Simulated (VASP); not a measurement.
# TiO2: single point with LDA+U

TiO2:

```
Ti O
1.0
     4.81270    0.00000    0.00000
     0.00000    4.87188    0.00000
    -0.86289    0.00000    4.96659
Ti O
4 8
Direct
  0.27744 0.05281 0.21315
  0.72256 0.55281 0.28685
  0.72256 0.94719 0.78685
  0.27744 0.44719 0.71315
  0.06384 0.17697 0.85156
  0.93616 0.67697 0.64844
  0.93616 0.82303 0.14844
  0.06384 0.32303 0.35156
  0.44536 0.75763 0.46677
  0.55464 0.25763 0.03323
  0.55464 0.24237 0.53323
  0.44536 0.74237 0.96677
```

```json
{
 "Program": "VASP 6.6.1",
 "Task": "single point",
 "Functional": "LDA",
 "Potentials or basis": "VASP PAW LDA potentials, release 64 (Ti_sv, O)",
 "Cutoff": "600 eV",
 "k mesh": "6 × 6 × 6",
 "Occupations": "fermi-dirac, width 0.05 eV",
 "Spin": "no spin polarisation",
 "Hubbard terms": "Ti d U = 8.0 eV",
 "Dipole correction": "no",
 "Further INCAR settings": "ALGO = Normal; EDIFF = 1e-06; NBANDS = 60"
}
```

- Pressure: 8.7 GPa
- Largest force: 1.001 eV/Å
- Band gap on the k mesh: 3.17 eV (least direct gap 3.25 eV)

Forces in eV/Å, atoms in the order of the input:
```
Ti   0.143 -0.784 -0.606
Ti  -0.143 -0.784  0.606
Ti  -0.143  0.784  0.606
Ti   0.143  0.784 -0.606
O   -0.212 -0.322  0.245
O    0.212 -0.322 -0.245
O    0.212  0.322 -0.245
O   -0.212  0.322  0.245
O   -0.271 -0.131  0.377
O    0.271 -0.131 -0.377
O    0.271  0.131 -0.377
O   -0.271  0.131  0.377
```

Stress tensor (GPa, compression positive):
```
 9.56  0.00 -0.27
 0.00  9.81  0.00
-0.27  0.00  6.79
```

Levels at points of the mesh, in eV from the valence-band top:
```
           k point  band 45  band 46  band 47  band 48  band 49  band 50  band 51  band 52
(0.00, 0.00, 0.00)    -0.69    -0.55    -0.11     0.00     3.27     3.55     3.86     3.98
(0.50, 0.00, 0.00)    -0.89    -0.72    -0.54    -0.08     3.17     3.72     3.78     3.89
(0.00, 0.50, 0.00)    -0.89    -0.89    -0.45    -0.45     3.79     3.79     4.02     4.02
(0.50, 0.50, 0.00)    -1.03    -1.03    -0.76    -0.76     3.58     3.58     3.75     3.75
(0.00, 0.00, 0.50)    -1.09    -1.09    -0.49    -0.49     3.63     3.63     3.73     3.73
(0.50, 0.00, 0.50)    -1.14    -1.14    -0.65    -0.65     3.29     3.29     3.96     3.96
(0.00, 0.50, 0.50)    -1.15    -1.15    -0.86    -0.86     3.58     3.58     3.71     3.71
(0.50, 0.50, 0.50)    -1.32    -1.32    -1.00    -1.00     3.39     3.39     3.78     3.78
```

Eigenvalues of the final occupation matrices:
```csv
site,spin,trace,eigenvalues
site 1 d,1,0.75,0.07 0.10 0.15 0.21 0.23
site 1 d,2,0.75,0.07 0.10 0.15 0.21 0.23
site 2 d,1,0.75,0.07 0.10 0.15 0.21 0.23
site 2 d,2,0.75,0.07 0.10 0.15 0.21 0.23
site 3 d,1,0.75,0.07 0.10 0.15 0.21 0.23
site 3 d,2,0.75,0.07 0.10 0.15 0.21 0.23
site 4 d,1,0.75,0.07 0.10 0.15 0.21 0.23
site 4 d,2,0.75,0.07 0.10 0.15 0.21 0.23
```

Wall time 4 min on 4 MPI ranks on AMD EPYC 7R43 64-Core Processor (Zen 3), on a shared host, peak memory 0.5 GiB a rank.

Caveat: the cell stands under pressure; forces of over 1 eV/Å act on the atoms, so gaps and moduli don't describe the material at rest. A k mesh can miss the band edges.
